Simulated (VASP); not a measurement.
The system is GaN.

```
Ga N
1.0
     0.00000    2.10852    2.15069
     2.10852    0.00000    2.15069
     2.10852    2.10852    0.00000
Ga N
1 1
Direct
  0.00000 0.00000 0.00000
  0.50000 0.50000 0.50000
```

This cell differs from its parent crystal: uniaxial z strain +2.0%.

Base run:

- Program: VASP 6.6.1
- Functional: PBE
- Potentials or basis: VASP PAW PBE potentials, release 64 (Ga_d, N)
- Cutoff: 520 eV
- k mesh: 10 × 10 × 10
- Occupations: fermi-dirac, width 0.02 eV
- Spin: no spin polarisation

Its results: band gap on the k mesh 0.44 eV, indirect (least direct gap 2.47 eV); pressure 4.5 GPa.

The run is repeated on the same cell with these changes: functional from PBE to r2SCAN; occupations from fermi-dirac, width 0.02 eV to gaussian, width 0.01 eV. What comes out?

Band gap on the k mesh 0.94 eV, indirect (least direct gap 3.03 eV); pressure -3.3 GPa.

Caveats: the PAW data sets were made with another functional, which shifts forces and pressure a little (some runs).

A k mesh can miss the band edges.
